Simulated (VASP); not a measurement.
Here is a VASP 6.6.1 calculation.

INCAR

```
SYSTEM = Hf2C
ALGO = Normal
EDIFF = 1E-7
EDIFFG = -0.01
ENCUT = 600
GGA = PS
IBRION = 2
ISIF = 3
ISMEAR = 0
LASPH = .TRUE.
LCHARG = .FALSE.
LREAL = .FALSE.
LWAVE = .FALSE.
NELM = 60
NSW = 80
PREC = Accurate
SIGMA = 0.1
```

File KPOINTS:

```
k-points
0
G
  10 10 10
  0 0 0
```

The input POSCAR:

```
Hf2C
1.0
   -2.9133774201      2.9133774201      2.5302929080
    2.9133774201     -2.9133774201      2.5302929080
    2.9133774201      2.9133774201     -2.5302929080
Hf C
4 2
Direct
    0.8281946126      0.6718053874      0.5000000000
    0.3281946126      0.8281946126      0.1563892253
    0.1718053874      0.3281946126      0.5000000000
    0.6718053874      0.1718053874      0.8436107747
    0.7500000000      0.7500000000      0.0000000000
    0.2500000000      0.2500000000      0.0000000000
```

Potentials or basis: VASP PAW PBE potentials, release 64 (Hf_pv, C).

Run with:

```sh
$ cat potpaw_PBE.64/Hf_pv/POTCAR potpaw_PBE.64/C/POTCAR > POTCAR
$ mpirun -np 1 vasp_std > vasp.out
```

Problem. What does it give for the band gap on the k mesh?

Solution. Zero (bands 24 and 25 overlap by 1.09 eV).

Problem. Predict the relaxed volume.

Solution. 14.22 Å³/atom.

Problem. Predict the relaxed cell.

Solution. a = 4.824 Å, b = 4.824 Å, c = 4.824 Å, α = 105.89°, β = 105.89°, γ = 116.91°.

Stress tensor (GPa, compression positive):
```
 0.04  0.00  0.00
 0.00  0.04  0.00
 0.00  0.00 -0.07
```

Caveat: the PAW data sets were made with another functional, which shifts forces and pressure a little; spin-orbit coupling is left out, which moves the levels of the heavy elements.
